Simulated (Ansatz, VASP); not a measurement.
One calculation of Ge, two programs

The input INCAR:

```
PREC = Accurate
ENCUT = 520
EDIFF = 1E-6
ISMEAR = 0
SIGMA = 0.15
LREAL = False
LASPH = True
NELM = 100
ALGO = Fast
ISIF = 2
LWAVE = False
LCHARG = True
GGA = PS
LELF = True
LVHAR = True
NBANDS = 36
```

Contents of KPOINTS:

```
Automatic mesh
0
Gamma
  12 12 8
```

Contents of POSCAR:

```
Ge
1.0
    3.9969678642      0.0000000000      0.0000000000
   -1.9984839321      3.4614757085      0.0000000000
    0.0000000000      0.0000000000      6.5963651330
Ge
4
Direct
    0.6166287362      0.3333333333      0.0629118565
    0.3333333333      0.6666666667      0.5629118565
    0.6666666667      0.3333333333      0.4370881435
    0.3333333333      0.6666666667      0.9370881435
```

Input for Ansatz:

```yaml
crystal:
  lattice:
    - [3.9969678642, 0.0, 0.0]
    - [-1.9984839321, 3.4614757085, 0.0]
    - [0.0, 0.0, 6.596365133]
  atoms:
    - { symbol: Ge, position: [0.6166287362, 0.3333333333, 0.0629118565] }
    - { symbol: Ge, position: [0.3333333333, 0.6666666667, 0.5629118565] }
    - { symbol: Ge, position: [0.6666666667, 0.3333333333, 0.4370881435] }
    - { symbol: Ge, position: [0.3333333333, 0.6666666667, 0.9370881435] }
basis:
  ecutwfc: 420
kpoints:
  mp_grid: { grid: [12, 12, 8] }
hamiltonian:
  xc: pbesol
scf:
  occupations: { method: gaussian, width: 0.15 }
output:
  forces: true
  stress: true
  eigenvalues: true
```

Alike in both runs: task single point; functional PBEsol; k mesh 12 × 12 × 8; occupations gaussian, width 0.15 eV; no spin polarisation.

```csv
,VASP,Ansatz
version,VASP 6.6.1,Ansatz 0.2.0
potentials or method,"VASP PAW PBE potentials, release 64 (Ge_d), cutoff 520 eV","scalar-relativistic, plane waves, PAW"
valence electrons in the cell,56,56
```

Ansatz gave:

| Quantity | Value |
| --- | --- |
| gap on the k mesh at the Fermi level (eV) | none |
| pressure (GPa) | 0.6 |
| traceless stress, the component that is largest in VASP (GPa) | -2.70 |
| rms of the force components (eV/Å) | 0.884 |

**Question.** Estimate VASP's values.

**Answer.** gap on the k mesh at the Fermi level (eV): none; pressure (GPa): 0.4; traceless stress, the component that is largest in VASP (GPa): -2.68; rms of the force components (eV/Å): 0.882.

VASP's potentials were made for PBE, not for PBEsol. Atom by atom the forces differ by 0.002 eV/Å (rms over components). A gap of «none» marks a metal or a gap that the smearing closes. The functional is the same, so the differences come from potentials, cutoffs and numerics.
